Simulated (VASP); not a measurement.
Runs of VASP 6.6.1 on Ca. The structure is that of space group Im-3m (No. 229), or close to it. The cells are those of the table. 

```tsv
cell	gap on the mesh (eV)	pressure (GPa)
a = 3.984 Å, angles 108.4, 108.4, 111.6°, 1 atom	none	-2.4
a = 3.725 Å, angles 109.5°, 1 atom	none	0.3
a = 4.139 Å, angles 108.5, 108.5, 111.5°, 1 atom	none	-3.2
a = 3.622 Å, angles 110.6, 110.6, 107.2°, 1 atom	none	(b)
a = 4.035 Å, angles 109.5°, 1 atom	none	(c)
a = 4.087 Å, angles 110.5, 110.5, 107.4°, 1 atom	none	-3.0
a = 3.674 Å, angles 108.3, 108.3, 111.8°, 1 atom	none	1.1
a = 3.932 Å, angles 110.5, 110.5, 107.3°, 1 atom	none	(a)
```

Alike in all rows: task single point; level PBEsol; potentials or basis VASP PAW PBE potentials, release 64 (Ca_sv); no spin polarisation; k mesh 16 × 16 × 16; cutoff (eV) 520; smearing gaussian 0.15 eV.

Task: Fill in the values left out.

Result: (a) -2.0; (b) 2.0; (c) -2.7.

Caveats: the PAW data sets were made with another functional, which shifts forces and pressure a little.

A gap of «none» marks levels without a gap at the run's occupations.
